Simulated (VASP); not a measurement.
# AlNi (Pm-3m) in VASP: further runs

The runs below take AlNi through relaxation of cell and atoms, with PBEsol, r2SCAN.

All numbers are computed with VASP 6.6.1; they aren't measurements. Logs are shortened: lines on timing, memory, paths and dates and some standing lists are left out, and cuts for length are marked.

## 1. The cell of the first run

Symmetry: Pm-3m, No. 221, cubic system. Conventional cell: a = 2.881 Å, b = 2.881 Å, c = 2.881 Å, α = 90.00°, β = 90.00°, γ = 90.00°. Ni (site symmetry m-3m) has 8 Al at 2.50 Å and 6 Ni at 2.88 Å within 3.3 Å. Within 3.3 Å of Al (site symmetry m-3m) lie 8 Ni at 2.50 Å and 6 Al at 2.88 Å.

## 2. Relaxation of cell and atoms, PBEsol, collinear spin, ferromagnetic start, target pressure 10 GPa, at which the enthalpy is minimised

File INCAR:

```
SYSTEM = AlNi
ALGO     = Normal         ! electronic algorithm
EDIFF    = 1E-6           ! SCF threshold, eV
EDIFFG   = -0.01          ! ionic threshold
ENCUT    = 600            ! plane-wave cutoff, eV
GGA      = PS             ! functional
IBRION   = 2              ! ionic algorithm
ISIF     = 3              ! what is computed and relaxed
ISMEAR   = -1             ! smearing method
ISPIN    = 2              ! spin polarisation
LASPH    = .True.         ! aspherical terms in the spheres
LCHARG   = .False.        ! write CHGCAR
LMAXMIX  = 4              ! l up to which the mixer works
LORBIT   = 11             ! projections on sites
LREAL    = .False.        ! projectors in reciprocal space
LWAVE    = .False.        ! write WAVECAR
MAGMOM   = 1 0            ! initial moments
NELM     = 150            ! most SCF steps
NSW      = 60             ! ionic steps
PREC     = Accurate       ! precision mode
PSTRESS  = 100.0        
SIGMA    = 0.05           ! smearing width, eV
```

File KPOINTS:

```
k-points
0
Gamma
  9 9 9
  0 0 0
```

File POSCAR:

```
AlNi
1.0
    2.8810000000      0.0000000000      0.0000000000
    0.0000000000      2.8810000000      0.0000000000
    0.0000000000      0.0000000000      2.8810000000
Ni Al
1 1
Direct
    0.5000000000      0.5000000000      0.5000000000
    0.0000000000      0.0000000000      0.0000000000
```

Potentials or basis: VASP PAW PBE potentials, release 64 (Ni, Al).

The run is started by

```console
cat potpaw_PBE.64/Ni/POTCAR potpaw_PBE.64/Al/POTCAR > POTCAR
mpirun -np 1 vasp_std > vasp.out
```

OUTCAR:

```text
SYSTEM = AlNi
   EDIFF = 1E-6
   EDIFFG = -0.01
   ENCUT = 600
   GGA = PS
   IBRION = 2
   ISIF = 3
   ISMEAR = -1
   ISPIN = 2
   LASPH = .True.
   LORBIT = 11
   LREAL = .False.
   NELM = 150
   NSW = 60
   PREC = Accurate
   PSTRESS = 100.0

 ion  position               nearest neighbor table
   1  0.500  0.500  0.500-   2 2.50   2 2.50   2 2.50   2 2.50   2 2.50   2 2.50   2 2.50   2 2.50

   2  0.000  0.000  0.000-   1 2.50   1 2.50   1 2.50   1 2.50   1 2.50   1 2.50   1 2.50   1 2.50

  LATTYP: Found a simple cubic cell.
 ALAT       =     2.8810000000

  Lattice vectors:

 A1 = (   2.8810000000,   0.0000000000,   0.0000000000)
 A2 = (   0.0000000000,   2.8810000000,   0.0000000000)
 A3 = (   0.0000000000,   0.0000000000,   2.8810000000)

Analysis of symmetry for initial positions (statically):
=====================================================================
 Subroutine PRICEL returns:
 Original cell was already a primitive cell.

 Routine SETGRP: Setting up the symmetry group for a
 simple cubic supercell.

 Subroutine GETGRP returns: Found 48 space group operations
 (whereof 48 operations were pure point group operations)
 out of a pool of 48 trial point group operations.

The static configuration has the point symmetry O_h .

Analysis of symmetry for dynamics (positions and initial velocities):
=====================================================================
 Subroutine PRICEL returns:
 Original cell was already a primitive cell.

 Routine SETGRP: Setting up the symmetry group for a
 simple cubic supercell.

 Subroutine GETGRP returns: Found 48 space group operations
 (whereof 48 operations were pure point group operations)
 out of a pool of 48 trial point group operations.

The dynamic configuration has the point symmetry O_h .

Analysis of structural, dynamic, and magnetic symmetry:
=====================================================================
 Subroutine PRICEL returns:
 Original cell was already a primitive cell.

 Routine SETGRP: Setting up the symmetry group for a
 simple cubic supercell.

 Subroutine GETGRP returns: Found 48 space group operations
 (whereof 48 operations were pure point group operations)
 out of a pool of 48 trial point group operations.

The overall configuration has the point symmetry O_h .

 Subroutine INISYM returns: Found 48 space group operations
 (whereof 48 operations are pure point group operations),
 and found     1 'primitive' translations

----------------------------------------------------------------------------------------

                                     Primitive cell

  volume of cell :      23.9128

  direct lattice vectors                    reciprocal lattice vectors
     2.881000000  0.000000000  0.000000000     0.347101701  0.000000000  0.000000000
     0.000000000  2.881000000  0.000000000     0.000000000  0.347101701  0.000000000
     0.000000000  0.000000000  2.881000000     0.000000000  0.000000000  0.347101701

  length of vectors
     2.881000000  2.881000000  2.881000000     0.347101701  0.347101701  0.347101701

  position of ions in fractional coordinates (direct lattice)
     0.500000000  0.500000000  0.500000000
     0.000000000  0.000000000  0.000000000

  ion indices of the primitive-cell ions
   primitive index   ion index
                 1           1
                 2           2

----------------------------------------------------------------------------------------

 KPOINTS: k-points

Automatic generation of k-mesh.
 Grid dimensions read from file:
 generate k-points for:    9    9    9

 Generating k-lattice:

  Cartesian coordinates                     Fractional coordinates (reciprocal lattice)
     0.038566856  0.000000000  0.000000000     0.111111111  0.000000000  0.000000000
     0.000000000  0.038566856  0.000000000     0.000000000  0.111111111  0.000000000
     0.000000000  0.000000000  0.038566856     0.000000000  0.000000000  0.111111111

  Length of vectors
     0.038566856  0.038566856  0.038566856

  Shift w.r.t. Gamma in fractional coordinates (k-lattice)
     0.000000000  0.000000000  0.000000000

 Subroutine IBZKPT returns following result:
 ===========================================

 Found     35 irreducible k-points:

 Following reciprocal coordinates:
            Coordinates               Weight
  0.000000  0.000000  0.000000      1.000000
  0.111111  0.000000  0.000000      6.000000
  0.222222  0.000000  0.000000      6.000000
  0.333333  0.000000  0.000000      6.000000
  0.444444  0.000000  0.000000      6.000000
  0.111111  0.111111  0.000000     12.000000
[... 16 lines left out ...]
  0.333333  0.333333  0.111111     24.000000
  0.444444  0.333333  0.111111     48.000000
 [... further k-points ...]
   k-points           NKPTS =     35   k-points in BZ     NKDIM =     35   number of bands    NBANDS=     11
   number of dos      NEDOS =    301   number of ions     NIONS =      2
   total plane-waves  NPLWV =  13824
   dimension x,y,z NGX =    24 NGY =   24 NGZ =   24
   dimension x,y,z NGXF=    48 NGYF=   48 NGZF=   48
   ions per type =               1   1
   NGX,Y,Z   is equivalent  to a cutoff of  13.85, 13.85, 13.85 a.u.
   NGXF,Y,Z  is equivalent  to a cutoff of  27.70, 27.70, 27.70 a.u.
 SYSTEM =  AlNi
   PREC   = accura    normal or accurate (medium, high low for compatibility)
   ISTART =      0    job   : 0-new  1-cont  2-samecut
   ICHARG =      2    charge: 1-file 2-atom 10-const
   ISPIN  =      2    spin polarized calculation?
   LNONCOLLINEAR =      F non collinear calculations
   LSORBIT =      F    spin-orbit coupling
   LASPH  =      T    aspherical Exc in radial PAW
   ENCUT  =  600.0 eV  44.10 Ry    6.64 a.u.   5.75  5.75  5.75*2*pi/ulx,y,z
   NELM   =    150;   NELMIN=  2; NELMDL= -5     # of ELM steps
   EDIFF  = 0.1E-05   stopping-criterion for ELM
   LREAL  =      F    real-space projection
   EDIFFG = -.1E-01   stopping-criterion for IOM
   NSW    =     60    number of steps for IOM
   IBRION =      2    ionic relax: 0-MD 1-quasi-New 2-CG
   NFREE  =      1    steps in history (QN), initial steepest desc. (CG)
   ISIF   =      3    stress and relaxation
   ISYM   =      2    0-nonsym 1-usesym 2-fastsym
   POTIM  = 0.5000    time-step for ionic-motion
   TEBEG  =    0.0;   TEEND  =   0.0 temperature during run
   PSTRESS=  100.0 pullay stress
   NELECT =      13.0000    total number of electrons
   NUPDOWN=      -1.0000    fix difference up-down
   EMIN   =  10.00;   EMAX   =-10.00  energy-range for DOS
   EFERMI =   0.00;   METHOD = LEGACY
   ISMEAR =    -1;   SIGMA  =   0.05  broadening in eV -4-tet -1-fermi 0-gaus
   EFERMI_NEDOS =   21; number of points for ismear=-14 and -15
   IALGO  =     38    algorithm
   IMIX   =      4    mixing-type and parameters
     AMIX     =   0.40;   BMIX     =  1.00
     AMIX_MAG =   1.60;   BMIX_MAG =  1.00
  volume/ion in A,a.u.               =      11.96        80.69
  Fermi-wavevector in a.u.,A,eV,Ry     =   1.336122  2.524904 24.289410  1.785221
  Thomas-Fermi vector in A             =   2.464773
   LORBIT       =     11    0 simple, 1 ext, 2 COOP (PROOUT), +10 PAW based schemes
   GGA     = PS    functional components
   LHFCALC =     F    Hartree Fock is set to
   AEXX    =    0.0000 exact exchange contribution
   IVDW    =     0    specifies the selected vdW correction
   LEPSILON=     F    determine dielectric tensor
   LRPA    =     F    only Hartree local field effects (RPA)
 conjugate gradient relaxation of ions
 spin polarized calculation
  energy-cutoff  :      600.00
  volume of cell :       23.91
 maximum number of plane-waves:       812
 NGX is ok and might be reduce to    24
   NGX = 11   NGY = 11   NGZ = 11

--------------------------------------- Ionic step        1  -------------------------------------------

 number of electron      13.0000015 magnetization       0.0016800

 number of electron      13.0000015 magnetization      -0.0001101

 Free energy of the ion-electron system (eV)
  ---------------------------------------------------
  ext. energy  EPLUGINS =         0.00000000
  ---------------------------------------------------
  free energy    TOTEN  =       -11.58118238 eV

  energy without entropy =      -11.57460869  energy(sigma->0) =      -11.57789553

 E-fermi :   9.8977     XC(G=0): -12.1667

 val. band max:        9.8374019527   @ k =   0.3333   0.3333   0.0000
 cond. band min:       9.9449405182   @ k =   0.3333   0.1111   0.1111
 fundamental gap:      0.1075385655
 Fermi energy:         9.8977019340

 spin component 1

 k-point     1 :       0.0000    0.0000    0.0000
  band No.  band energies     occupation
      1      -1.2339      1.00000
      2       6.6486      1.00000
      3       6.6486      1.00000
      4       8.3418      1.00000
      5       8.3418      1.00000
      6       8.3418      1.00000
      7      15.3934      0.00000
      8      15.3934      0.00000
      9      15.3934      0.00000
     10      18.0394      0.00000
     11      18.0394      0.00000
[... 779 lines left out ...]
--------------------------------------- Ionic step        4  -------------------------------------------

 number of electron      12.9999987 magnetization       0.0000000

 number of electron      12.9999987 magnetization      -0.0000000

 Free energy of the ion-electron system (eV)
  ---------------------------------------------------
  ext. energy  EPLUGINS =         0.00000000
  ---------------------------------------------------
  free energy    TOTEN  =       -11.55036879 eV

  energy without entropy =      -11.54445236  energy(sigma->0) =      -11.54741058

 E-fermi :  10.8989     XC(G=0): -12.5191

 val. band max:       10.8356684164   @ k =   0.3333   0.1111   0.0000
 cond. band min:      10.9587461937   @ k =   0.3333   0.1111   0.1111
 fundamental gap:      0.1230777773
 Fermi energy:        10.8989490904

 spin component 1

 k-point     1 :       0.0000    0.0000    0.0000
  band No.  band energies     occupation
      1      -0.7941      1.00000
      2       7.2637      1.00000
      3       7.2637      1.00000
      4       9.1648      1.00000
      5       9.1648      1.00000
      6       9.1648      1.00000
      7      16.6812      0.00000
      8      16.6812      0.00000
      9      16.6812      0.00000
     10      19.2505      0.00000
     11      19.2505      0.00000
[... 691 lines left out ...]
  FREE ENERGIE OF THE ION-ELECTRON SYSTEM (eV)
  ---------------------------------------------------
  free  energy   TOTEN  =       -11.5503687905 eV

  energy  without entropy=      -11.5444523604  energy(sigma->0) =      -11.54741058

  enthalpy is  TOTEN    =       -10.1610575771 eV   P V=        1.3893112134

 reached required accuracy - stopping structural energy minimisation

 total charge

# of ion       s       p       d       tot
------------------------------------------
    1        0.511   0.588   8.512   9.610
    2        0.390   0.445   0.000   0.836
--------------------------------------------------
tot          0.901   1.033   8.512  10.446

 magnetization (x)

# of ion       s       p       d       tot
------------------------------------------
    1       -0.000  -0.000   0.000   0.000
    2       -0.000  -0.000   0.000  -0.000
--------------------------------------------------
tot         -0.000  -0.000   0.000   0.000
```

It took 80 s on 1 thread of Intel Xeon 8259CL, shared host; peak memory 0.16 GiB.

What came out:

```yaml
Free_energy: -11.5504 eV
Relaxed_volume: 11.13 Å³/atom
Relaxed_cell: a = 2.813 Å, b = 2.813 Å, c = 2.813 Å, α = 90.00°, β = 90.00°, γ = 90.00°
Space_group_after_relaxing_to_0.1_Å: Pm-3m (No. 221)
Energy_change_on_relaxing_the_run_minimises_the_enthalpy: +15.4 meV/atom
Ionic_steps: 4
Pressure_after_relaxing: 10.1 GPa
Net_moment: 0.00 μB per cell
Valence_electrons_inside_the_program's_atomic_spheres: Ni 9.61; Al 0.84
```

Step by step:
```csv
step,energy change (eV),largest force (eV/Å),pressure (GPa),volume (Å³)
1,0.0000,0.0000,-3.20,23.91
2,0.2188,0.0000,28.67,20.66
3,0.0289,0.0000,9.76,22.29
4,0.0308,0.0000,10.08,22.26
```

Final structure:
```
Ni Al
1.0
     2.81300    0.00000    0.00000
     0.00000    2.81300    0.00000
     0.00000    0.00000    2.81300
Ni Al
1 1
Direct
  0.50000 0.50000 0.50000
  0.00000 0.00000 0.00000
```

Caveat: the cell is relaxed towards a set pressure, so the run minimises the enthalpy, not the energy; the PAW data sets were made with another functional, which shifts forces and pressure a little.

## 3. Relaxation of cell and atoms, PBEsol, collinear spin, ferromagnetic start, target pressure 20 GPa, at which the enthalpy is minimised

File INCAR:

```
ALGO = Normal
EDIFF = 1E-7
EDIFFG = -0.01
ENCUT = 600
GGA = PS
IBRION = 2
ISIF = 3
ISMEAR = -1
ISPIN = 2
LASPH = T
LCHARG = F
LMAXMIX = 4
LORBIT = 11
LREAL = F
LWAVE = F
MAGMOM = 1 0
NELM = 150
NSW = 60
PREC = Accurate
PSTRESS = 200.0
SIGMA = 0.05
```

File KPOINTS:

```
k-points
0
Gamma
  9 9 9
```

POSCAR is that of step 2.

Potentials or basis: VASP PAW PBE potentials, release 64 (Ni, Al).

The run is started by

```console
cat potpaw_PBE.64/Ni/POTCAR potpaw_PBE.64/Al/POTCAR > POTCAR
mpirun -np 1 vasp_std > vasp.out
```

Wall time 3.3 min (1 thread of Intel Xeon 8259CL, shared host); peak memory 0.17 GiB.

Results (log left out):

```yaml
Free_energy: -11.4650 eV
Relaxed_volume: 10.67 Å³/atom
Relaxed_cell: a = 2.774 Å, b = 2.774 Å, c = 2.774 Å, α = 90.00°, β = 90.00°, γ = 90.00°
Space_group_after_relaxing_to_0.1_Å: Pm-3m (No. 221)
Energy_change_on_relaxing_the_run_minimises_the_enthalpy: +58.1 meV/atom
Ionic_steps: 7
Pressure_after_relaxing: 20.0 GPa
Net_moment: 0.00 μB per cell
Valence_electrons_inside_the_program's_atomic_spheres: Ni 9.70; Al 0.86
```

The path:
```
step  energy change (eV)  largest force (eV/Å)  pressure (GPa)  volume (Å³)
   1              0.0000                0.0000           -3.24        23.91
   2              0.8957                0.0000           70.87        18.40
   3              0.1055                0.0000           18.96        21.43
   4              0.1144                0.0000           19.84        21.35
   5              0.1206                0.0000           20.44        21.30
   6              0.1106                0.0000           19.47        21.38
   7              0.1162                0.0000           20.02        21.34
```

Final structure:
```xyz
2
Lattice="2.7737 0.0000 0.0000 0.0000 2.7737 0.0000 0.0000 0.0000 2.7737" Properties=species:S:1:pos:R:3 pbc="T T T"
Ni    1.3868    1.3868    1.3868
Al    0.0000    0.0000    2.7737
```

Levels at points of the mesh, in eV from the Fermi level:
Spin up:
| k point | band 2 | band 3 | band 4 | band 5 | band 6 | band 7 | band 8 | band 9 | band 10 | band 11 |
| --- | --- | --- | --- | --- | --- | --- | --- | --- | --- | --- |
| (0.00, 0.00, 0.00) | -3.88 | -3.88 | -1.85 | -1.85 | -1.85 | 5.96 | 5.96 | 5.96 | 8.47 | 8.47 |
Spin down:
```tsv
k point	band 3	band 4	band 5	band 6	band 7	band 8	band 9	band 10
(0.00, 0.00, 0.00)	-3.88	-1.85	-1.85	-1.85	5.96	5.96	5.96	8.47
```

Caveat: the cell is relaxed towards a set pressure, so the run minimises the enthalpy, not the energy; the PAW data sets were made with another functional, which shifts forces and pressure a little.

(Continued in part 2 of 2.)
